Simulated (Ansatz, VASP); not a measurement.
**LiF: VASP beside Ansatz**

```
CELL_PARAMETERS angstrom
2.55953 0.00000 0.00000
0.00000 2.55953 0.00000
0.00000 0.00000 2.55953
ATOMIC_POSITIONS crystal
Li 0.00000 0.00000 0.00000
F 0.50000 0.50000 0.60256
```

Change from the starting cell: all F atoms moved +0.263 Å, as atom 2 along Cartesian [0 0 1].

Alike in both runs: task single point; functional r2SCAN; k mesh 10 × 10 × 10; occupations gaussian, width 0.05 eV; no spin polarisation.

|  | VASP | Ansatz |
| --- | --- | --- |
| version | VASP 6.6.1 | Ansatz 0.2.0 |
| potentials or method | VASP PAW PBE potentials, release 64 (Li_sv, F), cutoff 520 eV | scalar-relativistic, plane waves, PAW |
| valence electrons in the cell | 10 | 10 |

Ansatz gave:

- gap on the k mesh at the Fermi level (eV): 8.38
- least direct gap on the mesh (eV): 9.01
- rms of the force components (eV/Å): 0.052

**Question.** Estimate VASP's values.

**Answer.** gap on the k mesh at the Fermi level (eV): 8.55; least direct gap on the mesh (eV): 9.19; rms of the force components (eV/Å): 0.056.

VASP's potentials were made for PBE, not for r2SCAN. Atom by atom the forces differ by 0.004 eV/Å (rms over components). The functional is the same, so the differences come from potentials, cutoffs and numerics.

Noted on VASP's run: the cutoff is short for stress, so the pressure is rough.
